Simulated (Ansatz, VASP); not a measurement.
## C in VASP and in Ansatz

```
C
1.0
     0.00000    1.81848    1.81848
     1.81848    0.00000    1.81848
     1.81848    1.81848    0.00000
C
2
Cartesian
  0.0000 0.0000 0.0000
  0.9092 0.9092 0.9092
```

Alike in both runs: task single point; functional PBE; k mesh 2 × 2 × 2; no spin polarisation.

|  | VASP | Ansatz |
| --- | --- | --- |
| version | VASP 6.6.1 | Ansatz 0.2 development build |
| potentials or method | VASP PAW PBE potentials, release 64 (C), cutoff 600 eV | all-electron full-potential LAPW, non-relativistic |
| occupations | gaussian, width 0.01 eV | fixed |

|  | VASP | Ansatz | Ansatz less VASP |
| --- | --- | --- | --- |
| gap on the k mesh at the Fermi level (eV) | 4.45 | 4.47 | +0.016 |
| pressure (GPa) | 6.4 | 6.5 | +0.14 |

Ansatz ran all-electron here, and VASP with PAW potentials.

The k mesh is coarse, so the values compare programs but aren't converged.
